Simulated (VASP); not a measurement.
Here is a VASP 6.6.1 calculation.

INCAR

```
SYSTEM = Mo
ALGO = Normal ; EDIFF = 1E-6
ENCUT = 520 ; GGA = PE
ISIF = 2 ; ISMEAR = 0
LASPH = .TRUE. ; LCHARG = .FALSE.
LREAL = .FALSE. ; LWAVE = .FALSE.
NBANDS = 13 ; NELM = 80
PREC = Accurate ; SIGMA = 0.15
```

KPOINTS

```
k-points
0
G
  20 20 20
  0 0 0
```

Contents of POSCAR:

```
Mo
1.0
   -1.5802339370      1.5802339370      1.5802339370
    1.5802339370     -1.5802339370      1.5802339370
    1.5802339370      1.5802339370     -1.5802339370
Mo
1
Direct
    0.0000000000      0.0000000000      0.0000000000
```

Potentials or basis: VASP PAW PBE potentials, release 64 (Mo_sv).

Launch:

```console
$ cat potpaw_PBE.64/Mo_sv/POTCAR > POTCAR
$ mpirun -np 1 vasp_std > vasp.out
```

(1) Estimate the pressure.

(2) Estimate the band gap on the k mesh.

Answers

(1) 0.7 GPa.

(2) zero (band 7 reaches 16.36 eV, above the bottom of band 8 at 11.09 eV).
